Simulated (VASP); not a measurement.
# H6C in VASP: notebook

H6C is run at these levels: PBE; tasks: single point.

All numbers are computed with VASP 6.6.1; they aren't measurements. Logs are shortened: lines on timing, memory, paths and dates and some standing lists are left out, and cuts for length are marked.

## (1) The cell of the first run

The cell holds an amorphous packing of atoms, 21 atoms: a = 6.066 Å, b = 6.066 Å, c = 6.066 Å, α = 90.00°, β = 90.00°, γ = 90.00°.

## (2) Single point, PBE

File INCAR:

```
PREC     = Accurate       # precision mode
ENCUT    = 520            # plane-wave cutoff, eV
EDIFF    = 1E-6           # SCF threshold, eV
ISMEAR   = -1             # smearing method
SIGMA    = 0.02           # smearing width, eV
LREAL    = Auto         
LASPH    = T              # aspherical terms in the spheres
NELM     = 100            # most SCF steps
ALGO     = Normal         # electronic algorithm
ISIF     = 2              # what is computed and relaxed
LWAVE    = F              # write WAVECAR
LCHARG   = T              # write CHGCAR
GGA      = PE             # functional
LELF     = T              # ELF
LVHAR    = T            
NBANDS   = 31             # bands
```

File KPOINTS:

```
regular mesh
0
Gamma
  1 1 1
```

File POSCAR:

```
H6C
1.0
    6.0659390000      0.0000000000      0.0000000000
    0.0000000000      6.0659390000      0.0000000000
    0.0000000000      0.0000000000      6.0659390000
H C
18 3
Direct
    0.7940913620      1.0311997737      0.2288475040
    0.7988559120      1.0299799623      0.1031262684
    0.3976029111      0.4875987351      1.0095288825
    0.3347532505      0.5194488625      0.9036761206
    0.9326320929      0.5314878139      0.4337778817
    0.8076701612      0.5138217668      0.4277618913
    0.1757749392      1.0184253998      0.2535185313
    0.2433900137      1.1444924290     -0.0054166001
    0.2410857647      0.8504773229      0.0189260460
    0.4528424650      1.0074868660      0.1518957176
    0.4643544148      0.3565232657      0.3589454997
    0.2204961489      0.5198315539      0.3983067741
    0.4792581344      0.6533074155      0.3465928619
    0.4306452842      0.5170196653      0.6069984419
    0.6821139517     -0.1152218233      0.6810802014
    0.9471225282     -0.0087797111      0.7621950406
    0.7048361440      0.1588318447      0.7925820571
    0.8116792870      0.1005218656      0.5233506385
    0.2773092262      1.0052982550      0.1049791467
    0.4013471720      0.5117610391      0.4271115409
    0.7862842362      0.0328109977      0.6912029538
```

Potentials or basis: VASP PAW PBE potentials, release 64 (H, C).

Started as:

```bash
$ cat potpaw_PBE.64/H/POTCAR potpaw_PBE.64/C/POTCAR > POTCAR
$ mpirun -np 1 vasp_gam > vasp.out
```

OUTCAR:

```text
PREC = Accurate
   ENCUT = 520
   EDIFF = 1E-6
   ISMEAR = -1
   LREAL = Auto
   LASPH = T
   NELM = 100
   ISIF = 2
   GGA = PE

 ion  position               nearest neighbor table
   1  0.794  0.031  0.229-   2 0.76
   2  0.799  0.030  0.103-   1 0.76
   3  0.398  0.488  0.010-   4 0.77
   4  0.335  0.519  0.904-   3 0.77
   5  0.933  0.531  0.434-   6 0.77
   6  0.808  0.514  0.428-   5 0.77
[... 10 lines left out ...]
  17  0.705  0.159  0.793-  21 1.10
  18  0.812  0.101  0.523-  21 1.11
  19  0.277  0.005  0.105-   7 1.09   9 1.10   8 1.10  10 1.10
  20  0.401  0.512  0.427-  13 1.10  11 1.10  14 1.11  12 1.11
  21  0.786  0.033  0.691-  16 1.10  17 1.10  15 1.10  18 1.11

  LATTYP: Found a simple cubic cell.
 ALAT       =     6.0659390000

  Lattice vectors:

 A1 = (   6.0659390000,   0.0000000000,   0.0000000000)
 A2 = (   0.0000000000,   6.0659390000,   0.0000000000)
 A3 = (   0.0000000000,   0.0000000000,   6.0659390000)

Analysis of symmetry for initial positions (statically):
=====================================================================
 Subroutine PRICEL returns:
 Original cell was already a primitive cell.

 Routine SETGRP: Setting up the symmetry group for a
 simple cubic supercell.

 Subroutine GETGRP returns: Found  1 space group operations
 (whereof  1 operations were pure point group operations)
 out of a pool of 48 trial point group operations.

The static configuration has the point symmetry C_1 .

Analysis of symmetry for dynamics (positions and initial velocities):
=====================================================================
 Subroutine PRICEL returns:
 Original cell was already a primitive cell.

 Routine SETGRP: Setting up the symmetry group for a
 simple cubic supercell.

 Subroutine GETGRP returns: Found  1 space group operations
 (whereof  1 operations were pure point group operations)
 out of a pool of 48 trial point group operations.

The dynamic configuration has the point symmetry C_1 .

 Subroutine INISYM returns: Found  1 space group operations
 (whereof  1 operations are pure point group operations),
 and found     1 'primitive' translations

----------------------------------------------------------------------------------------

                                     Primitive cell

  volume of cell :     223.2000

  direct lattice vectors                    reciprocal lattice vectors
     6.065939000  0.000000000  0.000000000     0.164854938  0.000000000  0.000000000
     0.000000000  6.065939000  0.000000000     0.000000000  0.164854938  0.000000000
     0.000000000  0.000000000  6.065939000     0.000000000  0.000000000  0.164854938

  length of vectors
     6.065939000  6.065939000  6.065939000     0.164854938  0.164854938  0.164854938

  position of ions in fractional coordinates (direct lattice)
     0.794091362  0.031199774  0.228847504
     0.798855912  0.029979962  0.103126268
     0.397602911  0.487598735  0.009528882
     0.334753251  0.519448862  0.903676121
     0.932632093  0.531487814  0.433777882
     0.807670161  0.513821767  0.427761891
[... 13 lines left out ...]
     0.401347172  0.511761039  0.427111541
     0.786284236  0.032810998  0.691202954

  ion indices of the primitive-cell ions
   primitive index   ion index
                 1           1
                 2           2
                 3           3
                 4           4
                 5           5
                 6           6
[... 13 lines left out ...]
                20          20
                21          21

----------------------------------------------------------------------------------------

 KPOINTS: regular mesh

Automatic generation of k-mesh.
 Grid dimensions read from file:
 generate k-points for:    1    1    1

 Generating k-lattice:

  Cartesian coordinates                     Fractional coordinates (reciprocal lattice)
     0.164854938  0.000000000  0.000000000     1.000000000  0.000000000  0.000000000
     0.000000000  0.164854938  0.000000000     0.000000000  1.000000000  0.000000000
     0.000000000  0.000000000  0.164854938     0.000000000  0.000000000  1.000000000

  Length of vectors
     0.164854938  0.164854938  0.164854938

  Shift w.r.t. Gamma in fractional coordinates (k-lattice)
     0.000000000  0.000000000  0.000000000

 Subroutine IBZKPT returns following result:
 ===========================================

 Found      1 irreducible k-points:

 Following reciprocal coordinates:
            Coordinates               Weight
  0.000000  0.000000  0.000000      1.000000
   k-points           NKPTS =      1   k-points in BZ     NKDIM =      1   number of bands    NBANDS=     31
   number of dos      NEDOS =    301   number of ions     NIONS =     21
   total plane-waves  NPLWV = 110592
   dimension x,y,z NGX =    48 NGY =   48 NGZ =   48
   dimension x,y,z NGXF=    96 NGYF=   96 NGZF=   96
   ions per type =              18   3
   NGX,Y,Z   is equivalent  to a cutoff of  13.16, 13.16, 13.16 a.u.
   NGXF,Y,Z  is equivalent  to a cutoff of  26.31, 26.31, 26.31 a.u.
 SYSTEM =  unknown system
   PREC   = accura    normal or accurate (medium, high low for compatibility)
   ISTART =      0    job   : 0-new  1-cont  2-samecut
   ICHARG =      2    charge: 1-file 2-atom 10-const
   ISPIN  =      1    spin polarized calculation?
   LNONCOLLINEAR =      F non collinear calculations
   LSORBIT =      F    spin-orbit coupling
   LASPH  =      T    aspherical Exc in radial PAW
   ENCUT  =  520.0 eV  38.22 Ry    6.18 a.u.  11.28 11.28 11.28*2*pi/ulx,y,z
   NELM   =    100;   NELMIN=  2; NELMDL= -5     # of ELM steps
   EDIFF  = 0.1E-05   stopping-criterion for ELM
   LREAL  =      T    real-space projection
   EDIFFG = 0.1E-04   stopping-criterion for IOM
   NSW    =      0    number of steps for IOM
   IBRION =     -1    ionic relax: 0-MD 1-quasi-New 2-CG
   NFREE  =      0    steps in history (QN), initial steepest desc. (CG)
   ISIF   =      2    stress and relaxation
   ISYM   =      2    0-nonsym 1-usesym 2-fastsym
   POTIM  = 0.5000    time-step for ionic-motion
   TEBEG  =    0.0;   TEEND  =   0.0 temperature during run
   PSTRESS=    0.0 pullay stress
   NELECT =      30.0000    total number of electrons
   NUPDOWN=      -1.0000    fix difference up-down
   EMIN   =  10.00;   EMAX   =-10.00  energy-range for DOS
   EFERMI =   0.00;   METHOD = LEGACY
   ISMEAR =    -1;   SIGMA  =   0.02  broadening in eV -4-tet -1-fermi 0-gaus
   EFERMI_NEDOS =   21; number of points for ismear=-14 and -15
   IALGO  =     38    algorithm
   IMIX   =      4    mixing-type and parameters
     AMIX     =   0.40;   BMIX     =  1.00
     AMIX_MAG =   1.60;   BMIX_MAG =  1.00
  volume/ion in A,a.u.               =      10.63        71.73
  Fermi-wavevector in a.u.,A,eV,Ry     =   0.838592  1.584708  9.568106  0.703236
  Thomas-Fermi vector in A             =   1.952671
   LORBIT       =      0    0 simple, 1 ext, 2 COOP (PROOUT), +10 PAW based schemes
   GGA     = PE    functional components
   LHFCALC =     F    Hartree Fock is set to
   AEXX    =    0.0000 exact exchange contribution
   IVDW    =     0    specifies the selected vdW correction
   LEPSILON=     F    determine dielectric tensor
   LRPA    =     F    only Hartree local field effects (RPA)
 non-spin polarized calculation
  energy-cutoff  :      520.00
  volume of cell :      223.20
 maximum number of plane-waves:      3016
 NGX is ok and might be reduce to    48
   NGX = 23   NGY = 23   NGZ = 23

 number of electron      30.0000002 magnetization

 Free energy of the ion-electron system (eV)
  ---------------------------------------------------
  ext. energy  EPLUGINS =         0.00000000
  ---------------------------------------------------
  free energy    TOTEN  =       -92.95725904 eV

  energy without entropy =      -92.95725904  energy(sigma->0) =      -92.95725904

 E-fermi :  -6.3362     XC(G=0):  -5.9062

 val. band max:       -6.8347824204   @ k =   0.0000   0.0000   0.0000
 cond. band min:       1.8175255319   @ k =   0.0000   0.0000   0.0000
 fundamental gap:      8.6523079523
 Fermi energy:        -6.3362046821

 k-point     1 :       0.0000    0.0000    0.0000
  band No.  band energies     occupation
      1     -15.2267      2.00000
      2     -14.9163      2.00000
      3     -14.6930      2.00000
      4      -8.4845      2.00000
      5      -8.3033      2.00000
      6      -8.1075      2.00000
[... 19 lines left out ...]
     26       5.7160      0.00000
     27       6.0863      0.00000
 [bands above 27 left out]

------------------------ aborting loop because EDIFF is reached ----------------------------------------

  FORCE on cell =-STRESS in cart. coord.  units (eV):
  Direction    XX          YY          ZZ          XY          YZ          ZX
  --------------------------------------------------------------------------------------
  -------------------------------------------------------------------------------------
  Total       -1.3875228      0.5594960     -1.6928350     -0.0261144     -0.0339437      0.1175328
  in kB       -9.9599373      4.0161828    -12.1515336     -0.1874547     -0.2436555      0.8436754
  external PRESSURE =      -6.0317627 kB  Pullay stress =       0.0000000 kB

 VOLUME and BASIS-vectors are now :
 -----------------------------------------------------------------------------
  energy-cutoff  :      520.00
  volume of cell :      223.20
      direct lattice vectors                 reciprocal lattice vectors
     6.065939000  0.000000000  0.000000000     0.164854938  0.000000000  0.000000000
     0.000000000  6.065939000  0.000000000     0.000000000  0.164854938  0.000000000
     0.000000000  0.000000000  6.065939000     0.000000000  0.000000000  0.164854938

 POSITION                                       TOTAL-FORCE (eV/Angst)
 -----------------------------------------------------------------------------------
      4.81691      0.18926      1.38817         0.010109     -0.000453      0.020508
      4.84581      0.18186      0.62556         0.008284     -0.001902     -0.038863
      2.41184      2.95774      0.05780        -0.241199      0.111918     -0.210839
      2.03059      3.15095      5.48164         0.268970     -0.106113      0.251196
      5.65729      3.22397      2.63127        -0.114008     -0.049594     -0.011908
      4.89928      3.11681      2.59478         0.086899      0.051200      0.030547
[... 13 lines left out ...]
      2.43455      3.10431      2.59083        -0.085683     -0.040254     -0.099610
      4.76955      0.19903      4.19279        -0.042953     -0.048181     -0.050281
 -----------------------------------------------------------------------------------
    total drift:                               -0.008328      0.005311     -0.005235

  FREE ENERGIE OF THE ION-ELECTRON SYSTEM (eV)
  ---------------------------------------------------
  free  energy   TOTEN  =       -92.9572590398 eV

  energy  without entropy=      -92.9572590398  energy(sigma->0) =      -92.95725904
```

It took 15 s on 1 thread of Intel Xeon 6975P-C (Granite Rapids), shared host; peak memory 0.3 GiB.

Results:

```
Free energy            : -92.9573 eV
Pressure               : -0.6 GPa
Largest force          : 0.383 eV/Å
Band gap on the k mesh : 8.65 eV
```

Forces on the atoms (eV/Å):
```
H    0.010  0.000  0.021
H    0.008 -0.002 -0.039
H   -0.241  0.112 -0.211
H    0.269 -0.106  0.251
H   -0.114 -0.050 -0.012
H    0.087  0.051  0.031
H    0.014 -0.007 -0.015
H    0.019 -0.031  0.046
H    0.007  0.001  0.009
H   -0.029  0.006 -0.036
H   -0.019  0.032  0.065
H    0.070 -0.003  0.017
H   -0.004  0.026  0.035
H    0.013 -0.012  0.012
H    0.102  0.126  0.021
H   -0.043 -0.003 -0.059
H    0.023 -0.026 -0.073
H   -0.037 -0.084  0.092
C   -0.007  0.059 -0.006
C   -0.086 -0.040 -0.100
C   -0.043 -0.048 -0.050
```

Caveat: the k points lie up to 1.04 Å⁻¹ apart.

## (3) Single point, PBE

File INCAR:

```
SYSTEM = H6C
PREC = Accurate ; ENCUT = 520
EDIFF = 1E-7 ; ISMEAR = -1
SIGMA = 0.02 ; LREAL = Auto
LASPH = .TRUE. ; NELM = 60
ALGO = Normal ; ISIF = 2
LWAVE = .FALSE. ; LCHARG = .FALSE.
GGA = PE ; NBANDS = 31
```

File KPOINTS:

```
Automatic mesh
0
G
  1 1 1
  0 0 0
```

File POSCAR:

```
H6C
1.0
    6.0659390000      0.0000000000      0.0000000000
    0.0000000000      6.0659390000      0.0000000000
    0.0000000000      0.0000000000      6.0659390000
H C
18 3
Direct
    0.8419141703      0.9908770926      0.2011065393
    0.7902156616      0.9860633284      0.0839276491
    0.4486362293      0.4714851237      1.0332942682
    0.5071597324      0.4574065120      0.9263034132
    0.9490698802      0.5177599049      0.4182204932
    0.8233515042      0.5160618991      0.4401132290
    0.2249280779      1.0230567765      0.2554427270
    0.2770552094      1.1252668383     -0.0177054204
    0.2740053931      0.8405458743      0.0301189972
    0.4873606543      0.9914540848      0.1397310458
    0.4953726043      0.3534325024      0.3380020801
    0.2384626684      0.4999885426      0.3803203428
    0.4775023290      0.6556940319      0.3996743126
    0.4322166774      0.4531862256      0.6010940763
    0.7342968665     -0.1253392096      0.6202502201
    0.9824694907      0.0051599596      0.6932315013
    0.7212403554      0.0909669550      0.8239944385
    0.7816102338      0.1459460769      0.5339156889
    0.3120703983      0.9982790793      0.0983029997
    0.4134891564      0.4919106506      0.4298097953
    0.8065692715      0.0297728019      0.6733829668
```

Potentials or basis: VASP PAW PBE potentials, release 64 (H, C).

Started as:

```bash
$ cat potpaw_PBE.64/H/POTCAR potpaw_PBE.64/C/POTCAR > POTCAR
$ mpirun -np 1 vasp_gam > vasp.out
```

Run time: 16 s. Hardware: 1 thread of Intel Xeon 6975P-C (Granite Rapids), shared host; peak memory 0.3 GiB.

Results (log left out):

* Free energy: -92.6842 eV
* Pressure: 0.5 GPa
* Largest force: 1.353 eV/Å
* Band gap on the k mesh: 8.55 eV

Forces in eV/Å, atoms in the order of the input:
```
H   -0.127  0.015 -0.320
H    0.305  0.037  0.566
H   -0.215  0.097  0.354
H    0.097  0.023 -0.545
H   -0.354 -0.020  0.122
H    0.311  0.006 -0.098
H   -0.134  0.001 -0.259
H   -0.164  0.763 -0.561
H   -0.447 -0.894 -0.387
H    0.313  0.235 -0.074
H   -0.251  0.928  0.204
H   -0.239 -0.220  0.196
H    0.511  0.186 -0.282
H   -0.146 -0.169  1.246
H   -0.196 -0.361  0.095
H    0.258  0.068  0.337
H    0.409 -0.120 -0.481
H    0.020 -0.066  0.354
C    0.244 -0.219  1.307
C    0.234 -0.677 -1.148
C   -0.430  0.387 -0.625
```

Stress tensor (GPa, compression positive):
```
-0.15  1.01  0.44
 1.01  1.41 -0.73
 0.44 -0.73  0.14
```

Levels at points of the mesh, in eV from the valence-band top:
```tsv
k point	band 13	band 14	band 15	band 16	band 17	band 18
(0.00, 0.00, 0.00)	-0.19	-0.07	0.00	8.55	9.99	10.33
```

Caveat: the k points lie up to 1.04 Å⁻¹ apart.

## (4) Single point, PBE

File INCAR:

```
PREC     = Accurate       # precision mode
ENCUT    = 520            # plane-wave cutoff, eV
EDIFF    = 1E-6           # SCF threshold, eV
ISMEAR   = -1             # smearing method
SIGMA    = 0.02           # smearing width, eV
LREAL    = Auto         
LASPH    = True           # aspherical terms in the spheres
NELM     = 80             # most SCF steps
ALGO     = Normal         # electronic algorithm
ISIF     = 2              # what is computed and relaxed
LWAVE    = False          # write WAVECAR
LCHARG   = False          # write CHGCAR
GGA      = PE             # functional
NBANDS   = 31             # bands
```

File KPOINTS:

```
regular mesh
0
Gamma
  1 1 1
```

File POSCAR:

```
H6C
1.0
    6.0659390000      0.0000000000      0.0000000000
    0.0000000000      6.0659390000      0.0000000000
    0.0000000000      0.0000000000      6.0659390000
H C
18 3
Direct
    0.8497777508      0.9888164058      0.1336314130
    0.7446827276      0.9997462882      0.2042717541
    0.4669186419      0.5309647855      0.9974712901
    0.4211878820      0.4828601145      0.8882384079
    0.9974053481      0.5050660747      0.4526751753
    0.8716375156      0.5092698756      0.4511090534
    0.2049641449      1.0130006253      0.2553602995
    0.2909030242      1.1396751599     -0.0006923907
    0.2694883678      0.8407766712      0.0177054204
    0.4735128395      0.9790569935      0.1790324631
    0.5330749287      0.3955034826      0.3248631416
    0.2528874755      0.4753921858      0.3678078530
    0.4721940000      0.6744380384      0.4297108824
    0.4427838790      0.4306835265      0.6077707013
    0.8473049267     -0.1859728560      0.5995774109
    1.0110553370      0.0371912741      0.6784604989
    0.7504526504      0.0042367719      0.8207962526
    0.7506669619      0.0873071754      0.5397515537
    0.3084435897      0.9993011799      0.1176899405
    0.4244355243      0.4908555790      0.4336344299
    0.8392764912     -0.0145402056      0.6598483763
```

Started as:

```bash
$ cat potpaw_PBE.64/H/POTCAR potpaw_PBE.64/C/POTCAR > POTCAR
$ mpirun -np 1 vasp_gam > vasp.out
```

It took 14 s on 1 thread of Intel Xeon 6975P-C (Granite Rapids), shared host; peak memory 0.3 GiB.

It converged, with:

```yaml
Free_energy: -92.5990 eV
Pressure: -1.2 GPa
Largest_force: 3.252 eV/Å
Band_gap_on_the_k_mesh: 8.39 eV
```

Forces in eV/Å, atoms in the order of the input:
```
H   -0.064  0.032  0.137
H    0.422 -0.032 -0.146
H   -0.252 -0.252 -0.255
H    0.189  0.177  0.417
H   -0.199 -0.062  0.010
H   -0.108 -0.099 -0.017
H   -1.283  0.198  1.214
H    0.218 -0.409  0.681
H    0.220  1.345  0.993
H    0.903  0.153  0.070
H    0.150  0.012  0.011
H    0.387 -0.039  0.405
H   -0.334 -1.528 -0.002
H   -0.255  0.121 -0.589
H   -0.344  0.185  0.272
H   -0.047  0.324 -0.016
H    0.413 -0.342 -0.524
H    0.163  0.068 -0.126
C   -0.381 -1.240 -2.982
C    0.396  1.490  0.079
C   -0.197 -0.102  0.369
```

Stress tensor (GPa, compression positive):
```
-0.05 -0.23 -0.75
-0.23 -1.90 -0.38
-0.75 -0.38 -1.67
```

Levels at points of the mesh, in eV from the valence-band top:
```csv
k point,band 12,band 13,band 14,band 15,band 16,band 17,band 18,band 19
"(0.00, 0.00, 0.00)",-0.40,-0.25,-0.14,0.00,8.39,9.99,10.12,10.23
```

Caveat: the k points lie up to 1.04 Å⁻¹ apart.
